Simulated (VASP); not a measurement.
A run of VASP 6.6.1 is set up as follows.

INCAR

```
PREC     = Accurate       # precision mode
ENCUT    = 520            # plane-wave cutoff, eV
EDIFF    = 1E-6           # SCF threshold, eV
ISMEAR   = -1             # smearing method
SIGMA    = 0.05           # smearing width, eV
LREAL    = False          # projectors in reciprocal space
LASPH    = True           # aspherical terms in the spheres
NELM     = 100            # most SCF steps
ALGO     = Normal         # electronic algorithm
ISIF     = 2              # what is computed and relaxed
LWAVE    = False          # write WAVECAR
LCHARG   = False          # write CHGCAR
NBANDS   = 35             # bands
```

Contents of KPOINTS:

```
regular mesh
0
Gamma
  10 10 3
```

The input POSCAR:

```
WS2
1.0
    3.2010602164      0.0000000000      0.0000000000
   -1.6005301082      2.7721994664      0.0000000000
    0.0000000000      0.0000000000     12.5827838695
W S
2 4
Direct
    0.6666666667      0.3333333333      0.7500000000
    0.3333333333      0.6666666667      0.2500000000
    0.6666666667      0.3333333333      0.3750000000
    0.3333333333      0.6666666667      0.8750000000
    0.6666666667      0.3333333333      0.1250000000
    0.3333333333      0.6666666667      0.6250000000
```

Potentials or basis: VASP PAW LDA potentials, release 64 (W_sv, S).

Command:

```sh
$ cat potpaw_LDA.64/W_sv/POTCAR potpaw_LDA.64/S/POTCAR > POTCAR
$ mpirun -np 1 vasp_std > vasp.out
```

**Question.** What does it give for the pressure?

**Answer.** -8.1 GPa.

**Question.** Estimate the band gap on the k mesh.

**Answer.** 1.07 eV, indirect (least direct gap 2.02 eV).

**Question.** Predict the largest force.

**Answer.** 0.642 eV/Å.

Forces on the atoms (eV/Å):
```
W    0.000  0.000  0.000
W    0.000  0.000  0.000
S    0.000  0.000 -0.642
S    0.000  0.000 -0.642
S    0.000  0.000  0.642
S    0.000  0.000  0.642
```

Caveat: spin-orbit coupling is left out, which moves the levels of the heavy elements. A k mesh can miss the band edges.
